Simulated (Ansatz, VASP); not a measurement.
**BeZnF4 in VASP and in Ansatz**

```
CELL_PARAMETERS angstrom
0.00000 4.01573 4.01573
4.01573 0.00000 4.01573
4.01573 4.01573 0.00000
ATOMIC_POSITIONS crystal
Be 0.75000 0.75000 0.75000
Zn 0.50000 0.50000 0.50000
F 0.08700 0.63767 0.63767
F 0.63767 0.08700 0.63767
F 0.63767 0.63767 0.08700
F 0.63767 0.63767 0.63767
```

Alike in both runs: functional PBE; k mesh 6 × 6 × 6; occupations gaussian, width 0.02 eV; no spin polarisation.

Ansatz relaxed the structure, and its values are those at the end. VASP's run is a single point on that final structure, the one shown.

|  | VASP | Ansatz |
| --- | --- | --- |
| version | VASP 6.6.1 | Ansatz 0.2.0 |
| potentials or method | VASP PAW PBE potentials, release 64 (Be, Zn, F), cutoff 520 eV | scalar-relativistic, plane waves, PAW |
| valence electrons in the cell | 42 | 42 |

```tsv
	VASP	Ansatz	Ansatz less VASP
gap on the k mesh at the Fermi level (eV)	5.85	5.88	+0.035
least direct gap on the mesh (eV)	5.90	5.94	+0.040
pressure (GPa)	0.1	0.0	-0.16
rms of the force components (eV/Å)	0.029	0.002	-0.0262
```
